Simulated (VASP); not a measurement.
# PtS2 (P-3m1) in VASP: notebook

The runs below take PtS2 through single point, relaxation of cell and atoms, with PBE.

Program: VASP 6.6.1. These are calculated values, not measurements. Logs are shortened: lines on timing, memory, paths and dates and some standing lists are left out, and cuts for length are marked.

## (1) The cell of the first run

Symmetry: P-3m1, No. 164, trigonal system. Conventional cell: a = 3.577 Å, b = 3.577 Å, c = 6.458 Å, α = 90.00°, β = 90.00°, γ = 120.00°. Within 3.2 Å of Pt (site symmetry -3m) lie 6 S at 2.40 Å. Within 3.2 Å of S (site symmetry 3m) lie 3 Pt at 2.40 Å.

## (2) Single point, PBE

Contents of INCAR:

```
SYSTEM = PtS2
  ALGO = Normal
  EDIFF = 1E-6
  ENCUT = 520
  GGA = PE
  ISIF = 2
  ISMEAR = 0
  LASPH = .True.
  LCHARG = .False.
  LREAL = .False.
  LWAVE = .False.
  NBANDS = 18
  NELM = 60
  PREC = Accurate
  SIGMA = 0.02
```

Contents of KPOINTS:

```
k-points
0
Gamma
  9 9 4
  0 0 0
```

Contents of POSCAR:

```
PtS2
1.0
    3.5770644762      0.0000000029      0.0000000000
   -1.7885322406      3.0978287059      0.0000000000
    0.0000000000      0.0000000000      6.4584011546
Pt S
1 2
Direct
    0.0000000000      0.0000000000      0.0000000000
    0.6666666667      0.3333333333      0.8099022393
    0.3333333333      0.6666666667      0.1900977607
```

Potentials or basis: VASP PAW PBE potentials, release 64 (Pt, S).

Command:

```sh
$ cat potpaw_PBE.64/Pt/POTCAR potpaw_PBE.64/S/POTCAR > POTCAR
$ mpirun -np 1 vasp_std > vasp.out
```

OUTCAR:

```text
SYSTEM = PtS2
   EDIFF = 1E-6
   ENCUT = 520
   GGA = PE
   ISIF = 2
   ISMEAR = 0
   LASPH = .True.
   LREAL = .False.
   NELM = 60
   PREC = Accurate

 ion  position               nearest neighbor table
   1  0.000  0.000  0.000-   2 2.40   3 2.40   3 2.40   2 2.40   2 2.40   3 2.40
   2  0.667  0.333  0.810-   1 2.40   1 2.40   1 2.40
   3  0.333  0.667  0.190-   1 2.40   1 2.40   1 2.40

  LATTYP: Found a hexagonal cell.
 ALAT       =     3.5770644762
 C/A-ratio  =     1.8055031430

  Lattice vectors:

 A1 = (   3.5770644762,   0.0000000029,   0.0000000000)
 A2 = (  -1.7885322406,   3.0978287059,   0.0000000000)
 A3 = (   0.0000000000,   0.0000000000,   6.4584011546)

Analysis of symmetry for initial positions (statically):
=====================================================================
 Subroutine PRICEL returns:
 Original cell was already a primitive cell.

 Routine SETGRP: Setting up the symmetry group for a
 hexagonal supercell.

 Subroutine GETGRP returns: Found 12 space group operations
 (whereof 12 operations were pure point group operations)
 out of a pool of 24 trial point group operations.

The static configuration has the point symmetry D_3d.

Analysis of symmetry for dynamics (positions and initial velocities):
=====================================================================
 Subroutine PRICEL returns:
 Original cell was already a primitive cell.

 Routine SETGRP: Setting up the symmetry group for a
 hexagonal supercell.

 Subroutine GETGRP returns: Found 12 space group operations
 (whereof 12 operations were pure point group operations)
 out of a pool of 24 trial point group operations.

The dynamic configuration has the point symmetry D_3d.

 Subroutine INISYM returns: Found 12 space group operations
 (whereof 12 operations are pure point group operations),
 and found     1 'primitive' translations

----------------------------------------------------------------------------------------

                                     Primitive cell

  volume of cell :      71.5664

  direct lattice vectors                    reciprocal lattice vectors
     3.577064476  0.000000003  0.000000000     0.279558841  0.161403372  0.000000000
    -1.788532241  3.097828706  0.000000000    -0.000000000  0.322806744  0.000000000
     0.000000000  0.000000000  6.458401155     0.000000000  0.000000000  0.154837084

  length of vectors
     3.577064476  3.577064476  6.458401155     0.322806744  0.322806744  0.154837084

  position of ions in fractional coordinates (direct lattice)
     0.000000000  0.000000000  0.000000000
     0.666666667  0.333333333  0.809902239
     0.333333333  0.666666667  0.190097761

  ion indices of the primitive-cell ions
   primitive index   ion index
                 1           1
                 2           2
                 3           3

----------------------------------------------------------------------------------------

 KPOINTS: k-points

Automatic generation of k-mesh.
 Grid dimensions read from file:
 generate k-points for:    9    9    4

 Generating k-lattice:

  Cartesian coordinates                     Fractional coordinates (reciprocal lattice)
     0.031062093  0.017933708  0.000000000     0.111111111  0.000000000  0.000000000
    -0.000000000  0.035867416  0.000000000    -0.000000000  0.111111111  0.000000000
     0.000000000  0.000000000  0.038709271     0.000000000  0.000000000  0.250000000

  Length of vectors
     0.035867416  0.035867416  0.038709271

  Shift w.r.t. Gamma in fractional coordinates (k-lattice)
     0.000000000  0.000000000  0.000000000

 Subroutine IBZKPT returns following result:
 ===========================================

 Found     43 irreducible k-points:

 Following reciprocal coordinates:
            Coordinates               Weight
  0.000000  0.000000  0.000000      1.000000
  0.111111  0.000000  0.000000      6.000000
  0.222222  0.000000  0.000000      6.000000
  0.333333 -0.000000  0.000000      6.000000
  0.444444  0.000000  0.000000      6.000000
  0.111111  0.111111  0.000000      6.000000
[... 16 lines left out ...]
  0.222222  0.111111  0.250000     12.000000
 -0.111111  0.333333  0.250000     12.000000
 [... further k-points ...]
   k-points           NKPTS =     43   k-points in BZ     NKDIM =     43   number of bands    NBANDS=     18
   number of dos      NEDOS =    301   number of ions     NIONS =      3
   total plane-waves  NPLWV =  37632
   dimension x,y,z NGX =    28 NGY =   28 NGZ =   48
   dimension x,y,z NGXF=    56 NGYF=   56 NGZF=   96
   ions per type =               1   2
   NGX,Y,Z   is equivalent  to a cutoff of  13.01, 13.01, 12.36 a.u.
   NGXF,Y,Z  is equivalent  to a cutoff of  26.03, 26.03, 24.71 a.u.
 SYSTEM =  PtS2
   PREC   = accura    normal or accurate (medium, high low for compatibility)
   ISTART =      0    job   : 0-new  1-cont  2-samecut
   ICHARG =      2    charge: 1-file 2-atom 10-const
   ISPIN  =      1    spin polarized calculation?
   LNONCOLLINEAR =      F non collinear calculations
   LSORBIT =      F    spin-orbit coupling
   LASPH  =      T    aspherical Exc in radial PAW
   ENCUT  =  520.0 eV  38.22 Ry    6.18 a.u.   6.65  6.65 12.01*2*pi/ulx,y,z
   NELM   =     60;   NELMIN=  2; NELMDL= -5     # of ELM steps
   EDIFF  = 0.1E-05   stopping-criterion for ELM
   LREAL  =      F    real-space projection
   EDIFFG = 0.1E-04   stopping-criterion for IOM
   NSW    =      0    number of steps for IOM
   IBRION =     -1    ionic relax: 0-MD 1-quasi-New 2-CG
   NFREE  =      0    steps in history (QN), initial steepest desc. (CG)
   ISIF   =      2    stress and relaxation
   ISYM   =      2    0-nonsym 1-usesym 2-fastsym
   POTIM  = 0.5000    time-step for ionic-motion
   TEBEG  =    0.0;   TEEND  =   0.0 temperature during run
   PSTRESS=    0.0 pullay stress
   NELECT =      22.0000    total number of electrons
   NUPDOWN=      -1.0000    fix difference up-down
   EMIN   =  10.00;   EMAX   =-10.00  energy-range for DOS
   EFERMI =   0.00;   METHOD = LEGACY
   ISMEAR =     0;   SIGMA  =   0.02  broadening in eV -4-tet -1-fermi 0-gaus
   EFERMI_NEDOS =   21; number of points for ismear=-14 and -15
   IALGO  =     38    algorithm
   IMIX   =      4    mixing-type and parameters
     AMIX     =   0.40;   BMIX     =  1.00
     AMIX_MAG =   1.60;   BMIX_MAG =  1.00
  volume/ion in A,a.u.               =      23.86       160.98
  Fermi-wavevector in a.u.,A,eV,Ry     =   1.104874  2.087909 16.609258  1.220746
  Thomas-Fermi vector in A             =   2.241353
   LORBIT       =      0    0 simple, 1 ext, 2 COOP (PROOUT), +10 PAW based schemes
   GGA     = PE    functional components
   LHFCALC =     F    Hartree Fock is set to
   AEXX    =    0.0000 exact exchange contribution
   IVDW    =     0    specifies the selected vdW correction
   LEPSILON=     F    determine dielectric tensor
   LRPA    =     F    only Hartree local field effects (RPA)
 non-spin polarized calculation
 Gauss-broadening in eV      SIGMA  =   0.02
  energy-cutoff  :      520.00
  volume of cell :       71.57
 maximum number of plane-waves:      1950
 NGX is ok and might be reduce to    28
   NGX = 13   NGY = 13   NGZ = 25

 number of electron      21.9999998 magnetization

 Free energy of the ion-electron system (eV)
  ---------------------------------------------------
  ext. energy  EPLUGINS =         0.00000000
  ---------------------------------------------------
  free energy    TOTEN  =       -15.46531350 eV

  energy without entropy =      -15.46531350  energy(sigma->0) =      -15.46531350

 E-fermi :   3.2616     XC(G=0):  -8.9186

 val. band max:        3.1091089649   @ k =   0.0000   0.2222   0.2500
 cond. band min:       4.6670267976   @ k =   0.0000   0.2222   0.2500
 fundamental gap:      1.5579178326
 Fermi energy:         3.2616037936

 k-point     1 :       0.0000    0.0000    0.0000
  band No.  band energies     occupation
      1     -10.9566      2.00000
      2      -8.7129      2.00000
      3      -2.4968      2.00000
      4      -2.4968      2.00000
      5      -2.2430      2.00000
      6       0.1785      2.00000
[... 10 lines left out ...]
     17      11.8501      0.00000
     18      12.5028      0.00000

 k-point     2 :       0.1111    0.0000    0.0000
  band No.  band energies     occupation
      1     -10.8072      2.00000
      2      -8.7518      2.00000
      3      -2.4632      2.00000
      4      -2.4026      2.00000
      5      -2.1020      2.00000
      6      -0.0608      2.00000
[... 10 lines left out ...]
     17      12.3399      0.00000
     18      12.8299      0.00000

 k-point     3 :       0.2222    0.0000    0.0000
  band No.  band energies     occupation
      1     -10.3932      2.00000
      2      -8.8504      2.00000
      3      -2.3508      2.00000
      4      -2.1749      2.00000
      5      -1.7320      2.00000
      6      -0.8061      2.00000
[... 10 lines left out ...]
     17      12.8475      0.00000
     18      13.3019      0.00000

 k-point     4 :       0.3333   -0.0000    0.0000
  band No.  band energies     occupation
      1      -9.8375      2.00000
      2      -8.9598      2.00000
      3      -2.5209      2.00000
      4      -1.9759      2.00000
      5      -1.5893      2.00000
      6      -0.9414      2.00000
[... 10 lines left out ...]
     17      13.2096      0.00000
     18      13.2474      0.00000

 k-point     5 :       0.4444    0.0000    0.0000
  band No.  band energies     occupation
      1      -9.4091      2.00000
      2      -9.0161      2.00000
      3      -3.1501      2.00000
      4      -1.9108      2.00000
      5      -1.1505      2.00000
      6      -0.6339      2.00000
[... 10 lines left out ...]
     17      12.7911      0.00000
     18      12.8568      0.00000

 k-point     6 :       0.1111    0.1111    0.0000
  band No.  band energies     occupation
      1     -10.5247      2.00000
      2      -8.8205      2.00000
      3      -2.3706      2.00000
      4      -2.2525      2.00000
      5      -1.8506      2.00000
      6      -0.3553      2.00000
[... 10 lines left out ...]
     17      12.9739      0.00000
     18      13.0666      0.00000

 k-point     7 :       0.2222    0.1111    0.0000
  band No.  band energies     occupation
      1     -10.0324      2.00000
      2      -8.9253      2.00000
      3      -2.2414      2.00000
      4      -2.1001      2.00000
      5      -1.5735      2.00000
      6      -0.9592      2.00000
[... 10 lines left out ...]
     17      12.5500      0.00000
     18      13.1173      0.00000

 k-point     8 :       0.3333    0.1111    0.0000
  band No.  band energies     occupation
      1      -9.5153      2.00000
      2      -9.0110      2.00000
      3      -2.7614      2.00000
      4      -1.9899      2.00000
      5      -1.3332      2.00000
      6      -0.7051      2.00000
[... 10 lines left out ...]
     17      12.5858      0.00000
     18      13.2107      0.00000
[... 229 lines left out ...]
     17      13.2509      0.00000
     18      13.4615      0.00000

 k-point    20 :       0.4444    0.0000    0.2500
  band No.  band energies     occupation
      1      -9.4039      2.00000
      2      -9.0209      2.00000
      3      -3.1567      2.00000
      4      -1.9129      2.00000
      5      -1.1317      2.00000
      6      -0.6821      2.00000
[... 10 lines left out ...]
     17      12.7468      0.00000
     18      13.0918      0.00000

 k-point    21 :       0.0000    0.4444    0.2500
  band No.  band energies     occupation
      1      -9.4151      2.00000
      2      -9.0067      2.00000
      3      -3.1669      2.00000
      4      -1.9143      2.00000
      5      -1.2084      2.00000
      6      -0.6034      2.00000
[... 10 lines left out ...]
     17      12.9102      0.00000
     18      13.0938      0.00000

 k-point    22 :       0.1111    0.1111    0.2500
  band No.  band energies     occupation
      1     -10.5131      2.00000
      2      -8.8433      2.00000
      3      -2.4020      2.00000
      4      -2.2514      2.00000
      5      -1.7581      2.00000
      6      -0.3542      2.00000
[... 10 lines left out ...]
     17      12.3824      0.00000
     18      13.3422      0.00000

 k-point    23 :       0.2222    0.1111    0.2500
  band No.  band energies     occupation
      1     -10.0206      2.00000
      2      -8.9429      2.00000
      3      -2.2595      2.00000
      4      -2.1025      2.00000
      5      -1.5701      2.00000
      6      -0.8962      2.00000
[... 10 lines left out ...]
     17      12.6369      0.00000
     18      13.3624      0.00000

 k-point    24 :      -0.1111    0.3333    0.2500
  band No.  band energies     occupation
      1     -10.0233      2.00000
      2      -8.9379      2.00000
      3      -2.2912      2.00000
      4      -2.1087      2.00000
      5      -1.5333      2.00000
      6      -0.9314      2.00000
[... 10 lines left out ...]
     17      12.5135      0.00000
     18      13.4283      0.00000

 [... further k-points ...]
[... 5 lines left out ...]
  --------------------------------------------------------------------------------------
  -------------------------------------------------------------------------------------
  Total       -0.1955153     -0.1955153     -0.1263837     -0.0000000      0.0000000      0.0000000
  in kB       -4.3770564     -4.3770564     -2.8293874     -0.0000000      0.0000000      0.0000000
  external PRESSURE =      -3.8611668 kB  Pullay stress =       0.0000000 kB

 VOLUME and BASIS-vectors are now :
 -----------------------------------------------------------------------------
  energy-cutoff  :      520.00
  volume of cell :       71.57
      direct lattice vectors                 reciprocal lattice vectors
     3.577064476  0.000000003  0.000000000     0.279558841  0.161403372  0.000000000
    -1.788532241  3.097828706  0.000000000    -0.000000000  0.322806744  0.000000000
     0.000000000  0.000000000  6.458401155     0.000000000  0.000000000  0.154837084

 POSITION                                       TOTAL-FORCE (eV/Angst)
 -----------------------------------------------------------------------------------
      0.00000      0.00000      0.00000        -0.000000      0.000000      0.000000
      1.78853      1.03261      5.23067         0.000000     -0.000000      0.042056
     -0.00000      2.06522      1.22773        -0.000000      0.000000     -0.042056
 -----------------------------------------------------------------------------------
    total drift:                                0.000000     -0.000000      0.000000

  FREE ENERGIE OF THE ION-ELECTRON SYSTEM (eV)
  ---------------------------------------------------
  free  energy   TOTEN  =       -15.4653134970 eV

  energy  without entropy=      -15.4653134970  energy(sigma->0) =      -15.46531350
```

Run time: 92 s. Hardware: 1 thread of AMD EPYC 7R13, shared host; peak memory 0.18 GiB.

What came out:

```yaml
Free_energy: -15.4653 eV
Pressure: -0.4 GPa
Largest_force: 0.042 eV/Å
Band_gap_on_the_k_mesh: 1.56 eV, direct
```

Forces on the atoms (eV/Å):
```
Pt   0.000  0.000  0.000
S    0.000  0.000  0.042
S    0.000  0.000 -0.042
```

Caveat: spin-orbit coupling is left out, which moves the levels of the heavy elements; this functional lacks dispersion, which binds the layers, so the pressure and a relaxed spacing across them are unreliable. A k mesh can miss the band edges.

## (3) Single point, PBE

Contents of INCAR:

```
PREC = Accurate
ENCUT = 520
EDIFF = 1E-6
ISMEAR = 0
SIGMA = 0.02
LREAL = False
LASPH = True
NELM = 100
ALGO = Normal
ISIF = 2
LWAVE = False
LCHARG = False
GGA = PE
NBANDS = 18
```

Contents of KPOINTS:

```
regular mesh
0
Gamma
  9 9 6
```

POSCAR is that of step 2.

Potentials or basis: VASP PAW PBE potentials, release 64 (Pt, S).

Command:

```sh
$ cat potpaw_PBE.64/Pt/POTCAR potpaw_PBE.64/S/POTCAR > POTCAR
$ mpirun -np 1 vasp_std > vasp.out
```

OUTCAR:

```text
PREC = Accurate
   ENCUT = 520
   EDIFF = 1E-6
   ISMEAR = 0
   LREAL = False
   LASPH = True
   NELM = 100
   ISIF = 2
   GGA = PE

 ion  position               nearest neighbor table
   1  0.000  0.000  0.000-   2 2.40   3 2.40   3 2.40   2 2.40   2 2.40   3 2.40
   2  0.667  0.333  0.810-   1 2.40   1 2.40   1 2.40
   3  0.333  0.667  0.190-   1 2.40   1 2.40   1 2.40

  LATTYP: Found a hexagonal cell.
 ALAT       =     3.5770644762
 C/A-ratio  =     1.8055031430

  Lattice vectors:

[... 677 lines left out ...]
      5      -1.5443      2.00000
      6      -0.9524      2.00000
[... 10 lines left out ...]
     17      12.4989      0.00000
     18      13.2260      0.00000

 [... further k-points ...]
[... 5 lines left out ...]
  --------------------------------------------------------------------------------------
  -------------------------------------------------------------------------------------
  Total       -0.1955405     -0.1955405     -0.1263882     -0.0000000      0.0000000      0.0000000
  in kB       -4.3776195     -4.3776195     -2.8294891     -0.0000000      0.0000000      0.0000000
  external PRESSURE =      -3.8615761 kB  Pullay stress =       0.0000000 kB

 VOLUME and BASIS-vectors are now :
 -----------------------------------------------------------------------------
  energy-cutoff  :      520.00
  volume of cell :       71.57
      direct lattice vectors                 reciprocal lattice vectors
     3.577064476  0.000000003  0.000000000     0.279558841  0.161403372  0.000000000
    -1.788532241  3.097828706  0.000000000    -0.000000000  0.322806744  0.000000000
     0.000000000  0.000000000  6.458401155     0.000000000  0.000000000  0.154837084

 POSITION                                       TOTAL-FORCE (eV/Angst)
 -----------------------------------------------------------------------------------
      0.00000      0.00000      0.00000        -0.000000      0.000000      0.000000
      1.78853      1.03261      5.23067         0.000000     -0.000000      0.042028
     -0.00000      2.06522      1.22773        -0.000000      0.000000     -0.042028
 -----------------------------------------------------------------------------------
    total drift:                                0.000000     -0.000000      0.000000

  FREE ENERGIE OF THE ION-ELECTRON SYSTEM (eV)
  ---------------------------------------------------
  free  energy   TOTEN  =       -15.4653287873 eV

  energy  without entropy=      -15.4653287873  energy(sigma->0) =      -15.46532879
```

OSZICAR:

```text
N       E                     dE             d eps       ncg     rms          rms(c)
DAV:   1     0.118786656278E+03    0.11879E+03   -0.99015E+03  2240   0.105E+03
DAV:   2    -0.102731949711E+02   -0.12906E+03   -0.12447E+03  2814   0.215E+02
DAV:   3    -0.167560973881E+02   -0.64829E+01   -0.64406E+01  2826   0.499E+01
DAV:   4    -0.168432126888E+02   -0.87115E-01   -0.87063E-01  2940   0.625E+00
DAV:   5    -0.168451844717E+02   -0.19718E-02   -0.19716E-02  2918   0.906E-01    0.170E+01
DAV:   6    -0.157375135632E+02    0.11077E+01   -0.64010E+00  2326   0.243E+01    0.111E+01
DAV:   7    -0.154851015977E+02    0.25241E+00   -0.12895E+00  2312   0.113E+01    0.541E+00
DAV:   8    -0.154689908584E+02    0.16111E-01   -0.76573E-02  2584   0.190E+00    0.110E+00
DAV:   9    -0.154650075249E+02    0.39833E-02   -0.11156E-02  2632   0.106E+00    0.246E-01
DAV:  10    -0.154652685580E+02   -0.26103E-03   -0.18409E-03  2632   0.264E-01    0.959E-02
DAV:  11    -0.154653264359E+02   -0.57878E-04   -0.89547E-05  2606   0.830E-02    0.442E-02
DAV:  12    -0.154653270602E+02   -0.62432E-06   -0.14454E-05  2650   0.357E-02    0.119E-02
DAV:  13    -0.154653284786E+02   -0.14184E-05   -0.21503E-06  2536   0.100E-02    0.376E-03
DAV:  14    -0.154653287873E+02   -0.30864E-06   -0.29290E-07  1740   0.411E-03
   1 F= -.15465329E+02 E0= -.15465329E+02  d E =-.417038E-30
```

stdout:

```text
POSCAR found type information on POSCAR PtS
 POSCAR found :  2 types and       3 ions
 scaLAPACK will be used
 LDA part: xc-table for (Slater+PW92), standard interpolation
 POSCAR, INCAR and KPOINTS ok, starting setup
 FFT: planning ... GRIDC
 FFT: planning ... GRID_SOFT
 FFT: planning ... GRID
 WAVECAR not read
 entering main loop
```

It took 1.7 min on 1 thread of AMD EPYC 7R13, shared host; peak memory 0.2 GiB.

Results:

```
Free energy            : -15.4653 eV
Pressure               : -0.4 GPa
Largest force          : 0.042 eV/Å
Band gap on the k mesh : 1.55 eV, indirect (least direct gap 1.58 eV)
```

Forces on the atoms (eV/Å):
```
Pt   0.000  0.000  0.000
S    0.000  0.000  0.042
S    0.000  0.000 -0.042
```

Stress tensor (GPa, compression positive):
```
-0.44  0.00  0.00
 0.00 -0.44  0.00
 0.00  0.00 -0.28
```

Caveat: spin-orbit coupling is left out, which moves the levels of the heavy elements; this functional lacks dispersion, which binds the layers, so the pressure and a relaxed spacing across them are unreliable. A k mesh can miss the band edges.

(Continued in part 2 of 3.)
